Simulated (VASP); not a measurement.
Write the native input for VASP 6.6.1 that does the following.

```
Task                   : single point
Functional             : PBEsol
Potentials or basis    : VASP PAW PBE potentials, release 64 (Hg)
Cutoff                 : 520 eV
k mesh                 : 14 × 14 × 14
Occupations            : gaussian, width 0.1 eV
Spin                   : no spin polarisation
Dipole correction      : no
Further INCAR settings : ALGO = Fast; EDIFF = 1e-06; NBANDS = 12
```

The structure of Hg lies in POSCAR:

```
Hg
1.0
    2.3472612110     -2.0178913777     -0.0189664586
    2.3472612110      2.0178913777     -0.0189664586
   -0.3922274384      0.0000000000      3.0278056293
Hg
1
Direct
    0.5000000000      0.5000000000      0.5000000000
```

This cell differs from its parent crystal: strained.

The input as run:

INCAR

```
PREC = Accurate
ENCUT = 520
EDIFF = 1E-6
ISMEAR = 0
SIGMA = 0.1
LREAL = F
LASPH = T
NELM = 100
ALGO = Fast
ISIF = 2
LWAVE = F
LCHARG = F
GGA = PS
NBANDS = 12
```

KPOINTS

```
regular mesh
0
Gamma
  14 14 14
```

Potentials or basis: VASP PAW PBE potentials, release 64 (Hg).

Launch:

```sh
$ cat potpaw_PBE.64/Hg/POTCAR > POTCAR
$ mpirun -np 1 vasp_std > vasp.out
```

It gave:

* Pressure: -2.9 GPa
* Band gap on the k mesh: zero (band 6 reaches 4.03 eV, above the bottom of band 7 at -0.18 eV)

Caveat: the cell differs from its parent crystal (strained); the PAW data sets were made with another functional, which shifts forces and pressure a little; spin-orbit coupling is left out, which moves the levels of the heavy elements.

Run time: 3 min on 1 thread of Intel Xeon 8259CL (shared host), peak memory 0.34 GiB.
